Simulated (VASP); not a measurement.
# Al4Co (Pm-3m) in VASP: notebook

Al4Co is run at these levels: PBE; tasks: single point.

Program: VASP 6.6.1. These are calculated values, not measurements. Logs are shortened: lines on timing, memory, paths and dates and some standing lists are left out, and cuts for length are marked.

**1. The cell of the first run**

Symmetry: Pm-3m, No. 221, cubic system. Conventional cell: a = 4.401 Å, b = 4.401 Å, c = 4.401 Å, α = 90.00°, β = 90.00°, γ = 90.00°. Al (site symmetry 4/mmm) has 2 Co at 2.20 Å within 2.9 Å. Within 4.1 Å of Al (site symmetry m-3m) lie 12 Al at 3.11 Å and 8 Co at 3.81 Å. Within 2.9 Å of Co (site symmetry m-3m) lie 6 Al at 2.20 Å.

The cell was built from a structure type or drawn by symmetry, and may not be a known phase.

**2. Single point, PBE, collinear spin, ferromagnetic start**

Contents of INCAR:

```
ALGO = Normal ; EDIFF = 1E-6
ENCUT = 520 ; GGA = PE
ISIF = 2 ; ISMEAR = 0
ISPIN = 2 ; LASPH = True
LCHARG = False ; LMAXMIX = 4
LORBIT = 11 ; LREAL = False
LWAVE = False ; MAGMOM = 0 0 0 0 3
NBANDS = 22 ; NELM = 150
PREC = Accurate ; SIGMA = 0.1
```

Contents of KPOINTS:

```
k-points
0
Gamma
  4 4 4
```

Contents of POSCAR:

```
Al4Co
1.0
    4.4013526800      0.0000000000      0.0000000000
    0.0000000000      4.4013526800      0.0000000000
    0.0000000000      0.0000000000      4.4013526800
Al Co
4 1
Direct
    0.5000000000      0.0000000000      0.0000000000
    0.0000000000      0.5000000000      0.0000000000
    0.0000000000      0.0000000000      0.5000000000
    0.5000000000      0.5000000000      0.5000000000
    0.0000000000      0.0000000000      0.0000000000
```

Potentials or basis: VASP PAW PBE potentials, release 64 (Al, Co).

Launch:

```console
cat potpaw_PBE.64/Al/POTCAR potpaw_PBE.64/Co/POTCAR > POTCAR
mpirun -np 1 vasp_std > vasp.out
```

OUTCAR:

```text
EDIFF = 1E-6
   ENCUT = 520
   GGA = PE
   ISIF = 2
   ISMEAR = 0
   ISPIN = 2
   LASPH = True
   LORBIT = 11
   LREAL = False
   NELM = 150
   PREC = Accurate

 ion  position               nearest neighbor table
   1  0.500  0.000  0.000-   5 2.20   5 2.20   4 3.11   2 3.11   3 3.11   4 3.11   2 3.11   4 3.11
                             4 3.11   2 3.11   3 3.11   3 3.11   3 3.11   2 3.11
   2  0.000  0.500  0.000-   5 2.20   5 2.20   4 3.11   1 3.11   3 3.11   4 3.11   1 3.11   3 3.11
                             3 3.11   3 3.11   1 3.11   4 3.11   4 3.11   1 3.11
   3  0.000  0.000  0.500-   5 2.20   5 2.20   4 3.11   1 3.11   1 3.11   2 3.11   2 3.11   2 3.11
                             4 3.11   2 3.11   1 3.11   4 3.11   1 3.11   4 3.11
   4  0.500  0.500  0.500-   1 3.11   2 3.11   3 3.11   1 3.11   2 3.11   1 3.11   3 3.11   1 3.11
                             2 3.11   3 3.11   2 3.11   3 3.11
   5  0.000  0.000  0.000-   1 2.20   2 2.20   3 2.20   3 2.20   2 2.20   1 2.20

  LATTYP: Found a simple cubic cell.
 ALAT       =     4.4013526800

  Lattice vectors:

 A1 = (   4.4013526800,   0.0000000000,   0.0000000000)
 A2 = (   0.0000000000,   4.4013526800,   0.0000000000)
 A3 = (   0.0000000000,   0.0000000000,   4.4013526800)

Analysis of symmetry for initial positions (statically):
=====================================================================
 Subroutine PRICEL returns:
 Original cell was already a primitive cell.

 Routine SETGRP: Setting up the symmetry group for a
 simple cubic supercell.

 Subroutine GETGRP returns: Found 48 space group operations
 (whereof 48 operations were pure point group operations)
 out of a pool of 48 trial point group operations.

The static configuration has the point symmetry O_h .

Analysis of symmetry for dynamics (positions and initial velocities):
=====================================================================
 Subroutine PRICEL returns:
 Original cell was already a primitive cell.

 Routine SETGRP: Setting up the symmetry group for a
 simple cubic supercell.

 Subroutine GETGRP returns: Found 48 space group operations
 (whereof 48 operations were pure point group operations)
 out of a pool of 48 trial point group operations.

The dynamic configuration has the point symmetry O_h .

Analysis of structural, dynamic, and magnetic symmetry:
=====================================================================
 Subroutine PRICEL returns:
 Original cell was already a primitive cell.

 Routine SETGRP: Setting up the symmetry group for a
 simple cubic supercell.

 Subroutine GETGRP returns: Found 48 space group operations
 (whereof 48 operations were pure point group operations)
 out of a pool of 48 trial point group operations.

The overall configuration has the point symmetry O_h .

 Subroutine INISYM returns: Found 48 space group operations
 (whereof 48 operations are pure point group operations),
 and found     1 'primitive' translations

----------------------------------------------------------------------------------------

                                     Primitive cell

  volume of cell :      85.2626

  direct lattice vectors                    reciprocal lattice vectors
     4.401352680  0.000000000  0.000000000     0.227202879  0.000000000  0.000000000
     0.000000000  4.401352680  0.000000000     0.000000000  0.227202879  0.000000000
     0.000000000  0.000000000  4.401352680     0.000000000  0.000000000  0.227202879

  length of vectors
     4.401352680  4.401352680  4.401352680     0.227202879  0.227202879  0.227202879

  position of ions in fractional coordinates (direct lattice)
     0.500000000  0.000000000  0.000000000
     0.000000000  0.500000000  0.000000000
     0.000000000  0.000000000  0.500000000
     0.500000000  0.500000000  0.500000000
     0.000000000  0.000000000  0.000000000

  ion indices of the primitive-cell ions
   primitive index   ion index
                 1           1
                 2           2
                 3           3
                 4           4
                 5           5

----------------------------------------------------------------------------------------

[... 32 lines left out ...]
  0.250000  0.250000  0.250000      8.000000
  0.500000  0.250000  0.250000     12.000000
  0.500000  0.500000  0.250000      6.000000
  0.500000  0.500000  0.500000      1.000000
   k-points           NKPTS =     10   k-points in BZ     NKDIM =     10   number of bands    NBANDS=     22
   number of dos      NEDOS =    301   number of ions     NIONS =      5
   total plane-waves  NPLWV =  46656
   dimension x,y,z NGX =    36 NGY =   36 NGZ =   36
   dimension x,y,z NGXF=    72 NGYF=   72 NGZF=   72
   ions per type =               4   1
   NGX,Y,Z   is equivalent  to a cutoff of  13.60, 13.60, 13.60 a.u.
   NGXF,Y,Z  is equivalent  to a cutoff of  27.20, 27.20, 27.20 a.u.
 SYSTEM =  unknown system
   PREC   = accura    normal or accurate (medium, high low for compatibility)
   ISTART =      0    job   : 0-new  1-cont  2-samecut
   ICHARG =      2    charge: 1-file 2-atom 10-const
   ISPIN  =      2    spin polarized calculation?
   LNONCOLLINEAR =      F non collinear calculations
   LSORBIT =      F    spin-orbit coupling
   LASPH  =      T    aspherical Exc in radial PAW
   ENCUT  =  520.0 eV  38.22 Ry    6.18 a.u.   8.18  8.18  8.18*2*pi/ulx,y,z
   NELM   =    150;   NELMIN=  2; NELMDL= -5     # of ELM steps
   EDIFF  = 0.1E-05   stopping-criterion for ELM
   LREAL  =      F    real-space projection
   EDIFFG = 0.1E-04   stopping-criterion for IOM
   NSW    =      0    number of steps for IOM
   IBRION =     -1    ionic relax: 0-MD 1-quasi-New 2-CG
   NFREE  =      0    steps in history (QN), initial steepest desc. (CG)
   ISIF   =      2    stress and relaxation
   ISYM   =      2    0-nonsym 1-usesym 2-fastsym
   POTIM  = 0.5000    time-step for ionic-motion
   TEBEG  =    0.0;   TEEND  =   0.0 temperature during run
   PSTRESS=    0.0 pullay stress
   NELECT =      21.0000    total number of electrons
   NUPDOWN=      -1.0000    fix difference up-down
   EMIN   =  10.00;   EMAX   =-10.00  energy-range for DOS
   EFERMI =   0.00;   METHOD = LEGACY
   ISMEAR =     0;   SIGMA  =   0.10  broadening in eV -4-tet -1-fermi 0-gaus
   EFERMI_NEDOS =   21; number of points for ismear=-14 and -15
   IALGO  =     38    algorithm
   IMIX   =      4    mixing-type and parameters
     AMIX     =   0.40;   BMIX     =  1.00
     AMIX_MAG =   1.60;   BMIX_MAG =  1.00
  volume/ion in A,a.u.               =      17.05       115.08
  Fermi-wavevector in a.u.,A,eV,Ry     =   1.026192  1.939221 14.327874  1.053069
  Thomas-Fermi vector in A             =   2.160071
   LORBIT       =     11    0 simple, 1 ext, 2 COOP (PROOUT), +10 PAW based schemes
   GGA     = PE    functional components
   LHFCALC =     F    Hartree Fock is set to
   AEXX    =    0.0000 exact exchange contribution
   IVDW    =     0    specifies the selected vdW correction
   LEPSILON=     F    determine dielectric tensor
   LRPA    =     F    only Hartree local field effects (RPA)
 spin polarized calculation
 Gauss-broadening in eV      SIGMA  =   0.10
  energy-cutoff  :      520.00
  volume of cell :       85.26
 maximum number of plane-waves:      2320
 NGX is ok and might be reduce to    36
   NGX = 17   NGY = 17   NGZ = 17

 number of electron      21.0000007 magnetization       0.0569222

 number of electron      21.0000008 magnetization      -0.0001806

 Free energy of the ion-electron system (eV)
  ---------------------------------------------------
  ext. energy  EPLUGINS =         0.00000000
  ---------------------------------------------------
  free energy    TOTEN  =       -21.58887711 eV

  energy without entropy =      -21.57475349  energy(sigma->0) =      -21.58181530

 E-fermi :   7.1080     XC(G=0): -10.0948

 val. band max:        7.0193113702   @ k =   0.5000   0.5000   0.2500
 cond. band min:       7.1542390914   @ k =   0.2500   0.2500   0.0000
 fundamental gap:      0.1349277212
 Fermi energy:         7.1080354320

 spin component 1

 k-point     1 :       0.0000    0.0000    0.0000
  band No.  band energies     occupation
      1      -2.8815      1.00000
      2       3.2408      1.00000
      3       3.2408      1.00000
      4       4.2950      1.00000
      5       4.2950      1.00000
      6       4.2950      1.00000
[... 239 lines left out ...]
     21      16.4689      0.00000
     22      16.4689      0.00000
 Fermi energy:         7.1080354320

 spin component 2

 k-point     1 :       0.0000    0.0000    0.0000
  band No.  band energies     occupation
      1      -2.8815      1.00000
      2       3.2408      1.00000
      3       3.2408      1.00000
      4       4.2950      1.00000
      5       4.2950      1.00000
      6       4.2950      1.00000
[... 239 lines left out ...]
     21      16.4688      0.00000
     22      16.4688      0.00000

------------------------ aborting loop because EDIFF is reached ----------------------------------------

  FORCE on cell =-STRESS in cart. coord.  units (eV):
  Direction    XX          YY          ZZ          XY          YZ          ZX
  --------------------------------------------------------------------------------------
  -------------------------------------------------------------------------------------
  Total        3.2435826      3.2435826      3.2435826      0.0000000     -0.0000000      0.0000000
  in kB       60.9504672     60.9504672     60.9504672      0.0000000     -0.0000000      0.0000000
  external PRESSURE =      60.9504672 kB  Pullay stress =       0.0000000 kB

 VOLUME and BASIS-vectors are now :
 -----------------------------------------------------------------------------
  energy-cutoff  :      520.00
  volume of cell :       85.26
      direct lattice vectors                 reciprocal lattice vectors
     4.401352680  0.000000000  0.000000000     0.227202879  0.000000000  0.000000000
     0.000000000  4.401352680  0.000000000     0.000000000  0.227202879  0.000000000
     0.000000000  0.000000000  4.401352680     0.000000000  0.000000000  0.227202879

 POSITION                                       TOTAL-FORCE (eV/Angst)
 -----------------------------------------------------------------------------------
      2.20068      0.00000      0.00000         0.000000      0.000000      0.000000
      0.00000      2.20068      0.00000         0.000000      0.000000      0.000000
      0.00000      0.00000      2.20068         0.000000      0.000000      0.000000
      2.20068      2.20068      2.20068         0.000000      0.000000      0.000000
      0.00000      0.00000      0.00000         0.000000      0.000000      0.000000
 -----------------------------------------------------------------------------------
    total drift:                                0.000000     -0.000000     -0.000000

  FREE ENERGIE OF THE ION-ELECTRON SYSTEM (eV)
  ---------------------------------------------------
  free  energy   TOTEN  =       -21.5888771092 eV

  energy  without entropy=      -21.5747534904  energy(sigma->0) =      -21.58181530

 total charge

# of ion       s       p       d       tot
------------------------------------------
    1        0.454   0.353   0.000   0.807
    2        0.454   0.353   0.000   0.807
    3        0.454   0.353   0.000   0.807
    4        0.542   0.213   0.000   0.754
    5        0.575   0.651   7.685   8.911
--------------------------------------------------
tot          2.481   1.921   7.685  12.086

 magnetization (x)

# of ion       s       p       d       tot
------------------------------------------
    1       -0.000   0.000   0.000  -0.000
    2       -0.000   0.000   0.000  -0.000
    3       -0.000   0.000   0.000  -0.000
    4        0.000  -0.000   0.000  -0.000
    5       -0.000  -0.000  -0.000  -0.000
--------------------------------------------------
tot         -0.000  -0.000  -0.000  -0.000
```

Run time: 23 s. Hardware: 1 thread of Intel Xeon 6975P-C (Granite Rapids), shared host; peak memory 0.24 GiB.

What came out:

| Quantity | Value |
| --- | --- |
| Free energy | -21.5889 eV |
| Pressure | 6.1 GPa |
| Net moment | 0.00 μB per cell |
| Valence electrons inside the program's atomic spheres | Al 0.81, 0.75 (each value once); Co 8.91 |

Levels at points of the mesh, in eV from the Fermi level:
Spin up:
| k point | band 7 | band 8 | band 9 | band 10 | band 11 | band 12 | band 13 | band 14 |
| --- | --- | --- | --- | --- | --- | --- | --- | --- |
| (0.00, 0.00, 0.00) | -2.32 | -1.96 | -1.96 | -1.96 | 0.42 | 0.42 | 3.72 | 3.72 |
| (0.50, 0.00, 0.00) | -1.91 | -1.27 | -1.27 | -0.69 | 0.43 | 0.43 | 0.66 | 0.66 |
| (0.50, 0.50, 0.00) | -2.38 | -2.33 | -1.50 | 0.11 | 1.06 | 1.58 | 1.58 | 2.44 |
| (0.50, 0.50, 0.50) | -4.44 | -4.29 | -2.31 | -2.31 | -0.58 | -0.58 | -0.58 | 9.02 |
Spin down:
| k point | band 8 | band 9 | band 10 | band 11 | band 12 | band 13 |
| --- | --- | --- | --- | --- | --- | --- |
| (0.00, 0.00, 0.00) | -1.96 | -1.96 | -1.96 | 0.42 | 0.42 | 3.72 |
| (0.50, 0.00, 0.00) | -1.27 | -1.27 | -0.69 | 0.43 | 0.43 | 0.66 |
| (0.50, 0.50, 0.00) | -2.33 | -1.50 | 0.11 | 1.06 | 1.58 | 1.58 |
| (0.50, 0.50, 0.50) | -4.29 | -2.31 | -2.31 | -0.58 | -0.58 | -0.58 |

Caveat: the cell stands under pressure.

(Continued in part 2 of 2.)
